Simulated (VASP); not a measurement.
Input of a VASP 6.6.1 run:

File INCAR:

```
SYSTEM = Ga4SbN3
ALGO = Normal
EDIFF = 1E-6
ENCUT = 600
GGA = PE
GGA_COMPAT = .False.
ISIF = 2
ISMEAR = -1
LASPH = .True.
LCHARG = .False.
LREAL = .False.
LWAVE = .False.
NBANDS = 46
NELM = 120
PREC = Accurate
SIGMA = 0.02
```

File KPOINTS:

```
k-points
0
Gamma
  8 4 6
  0 0 0
```

POSCAR

```
Ga4SbN3
1.0
    3.1926489756      0.0000000000      0.0000000000
    0.0000000000      7.5628444975      0.0000000000
    0.0000000000      0.0000000000      4.8292886814
N Ga Sb
3 4 1
Direct
    0.0000000000      0.2020023963      0.0141098514
    0.5000000000      0.0000000000      0.5136913440
    0.0000000000      0.7979976037      0.0141098514
    0.5000000000      0.1895275776      0.7891424193
    0.0000000000      0.0000000000      0.2757381200
    0.5000000000      0.8104724224      0.7891424193
    0.0000000000      0.5000000000      0.0692195256
    0.5000000000      0.5000000000      0.5348464690
```

Potentials or basis: VASP PAW PBE potentials, release 64 (N, Ga_d, Sb).

Run with:

```console
$ cat potpaw_PBE.64/N/POTCAR potpaw_PBE.64/Ga_d/POTCAR potpaw_PBE.64/Sb/POTCAR > POTCAR
$ mpirun -np 1 vasp_std > vasp.out
```

**Question.** What does it give for the largest force?

**Answer.** 0.150 eV/Å.

**Question.** Predict the pressure.

**Answer.** 4.4 GPa.

**Question.** Estimate the band gap on the k mesh.

**Answer.** Zero (bands 36 and 37 overlap by 3.10 eV).

Forces in eV/Å, atoms in the order of the input:
```
N    0.000  0.078  0.128
N    0.000  0.000 -0.090
N    0.000 -0.078  0.128
Ga   0.000  0.080 -0.046
Ga   0.000  0.000  0.027
Ga   0.000 -0.080 -0.046
Ga   0.000  0.000 -0.073
Sb   0.000  0.000 -0.028
```

Caveat: the cell stands under pressure; spin-orbit coupling is left out, which moves the levels of the heavy elements.
